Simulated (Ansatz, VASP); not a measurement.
# Two plane-wave programs on CaO

The input INCAR:

```
SYSTEM = CaO
PREC = Accurate ; ENCUT = 520
EDIFF = 1E-6 ; ISMEAR = -1
SIGMA = 0.02 ; LREAL = .FALSE.
LASPH = .TRUE. ; NELM = 100
ALGO = Normal ; ISIF = 2
LWAVE = .FALSE. ; LCHARG = .TRUE.
GGA = PE ; LELF = .TRUE.
LVHAR = .TRUE. ; NBANDS = 24
```

The input KPOINTS:

```
Automatic mesh
0
G
  12 12 6
  0 0 0
```

POSCAR

```
CaO
1.0
    3.9808379968      0.0000000000      0.0000000000
   -1.9904189984      3.4475068336      0.0000000000
    0.0000000000      0.0000000000      4.7465918465
Ca O
2 2
Direct
    0.3333333333      0.6666666667     -0.0625000000
    0.6666666667      0.3333333333      0.4375000000
    0.3333333333      0.6666666667      0.4375000000
    0.6666666667      0.3333333333      0.9375000000
```

Input for Ansatz:

```yaml
crystal:
  lattice:
    - [3.9808379968, 0.0, 0.0]
    - [-1.9904189984, 3.4475068336, 0.0]
    - [0.0, 0.0, 4.7465918465]
  atoms:
    - { symbol: Ca, position: [0.3333333333, 0.6666666667, -0.0625] }
    - { symbol: Ca, position: [0.6666666667, 0.3333333333, 0.4375] }
    - { symbol: O, position: [0.3333333333, 0.6666666667, 0.4375] }
    - { symbol: O, position: [0.6666666667, 0.3333333333, 0.9375] }
kpoints:
  mp_grid: { grid: [12, 12, 6] }
  band_path:
    path:
      - [0.0, 0.0, 0.0]
      - [0.5, 0.0, 0.0]
      - [0.3333333333, 0.3333333333, 0.0]
      - [0.0, 0.0, 0.5]
      - [0.5, 0.0, 0.5]
      - [0.3333333333, 0.3333333333, 0.5]
    npoints: 1
hamiltonian:
  xc: pbe
scf:
  occupations: { method: fermi_dirac, width: 0.02 }
  n_extra_bands: 5
output:
  forces: true
  stress: true
  eigenvalues: true
  write_density: true
  write_potential: true
  elf: true
  volumetric_format: npy
```

Change from the starting cell: uniaxial_z strain -0.5%.

Alike in both runs: task single point; functional PBE; k mesh 12 × 12 × 6; occupations fermi-dirac, width 0.02 eV; no spin polarisation.

|  | VASP | Ansatz |
| --- | --- | --- |
| version | VASP 6.6.1 | Ansatz 0.2.0 |
| potentials or method | VASP PAW PBE potentials, release 64 (Ca_sv, O) | plane waves, PAW |
| plane-wave cutoff (eV) | 520 | 420 |
| valence electrons in the cell | 32 | 32 |

VASP gave:

```
gap on the k mesh at the Fermi level (eV)                     : 3.19
pressure (GPa)                                                : 2.8
traceless stress, the component that is largest in VASP (GPa) : 0.87
```

Problem. What did Ansatz give for the same quantities?

Solution. gap on the k mesh at the Fermi level (eV): 3.21; pressure (GPa): 2.3; traceless stress, the component that is largest in VASP (GPa): 0.83.
